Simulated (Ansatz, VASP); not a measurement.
SrZrO2 in VASP and in Ansatz

```
CELL_PARAMETERS angstrom
2.95496 0.00000 0.00000
0.00000 7.05165 0.00000
0.00000 0.00000 2.95998
ATOMIC_POSITIONS crystal
Sr 0.00000 0.00000 0.00000
Zr 0.50000 0.50000 0.50000
O 0.00000 0.66609 0.00000
O 0.00000 0.33391 0.00000
```

Alike in both runs: functional PBE; k mesh 6 × 4 × 4; occupations gaussian, width 0.1 eV; no spin polarisation.

Ansatz relaxed the structure, and its values are those at the end. VASP's run is a single point on that final structure, the one shown.

```csv
,VASP,Ansatz
version,VASP 6.6.1,Ansatz 0.2.0
potentials or method,"VASP PAW PBE potentials, release 64 (Sr_sv, Zr_sv, O), cutoff 520 eV","scalar-relativistic, plane waves, PAW"
valence electrons in the cell,34,34
```

Ansatz gave:

- gap on the k mesh at the Fermi level (eV): none
- pressure (GPa): 0.1
- rms of the force components (eV/Å): 0.002

What did VASP give for the same quantities?

gap on the k mesh at the Fermi level (eV): none; pressure (GPa): 0.6; rms of the force components (eV/Å): 0.022.

A gap of «none» marks a metal or a gap that the smearing closes. With one functional, cell and mesh, what is left measures potentials, basis and numerics.

The k mesh is coarse, so the values compare programs but aren't converged.
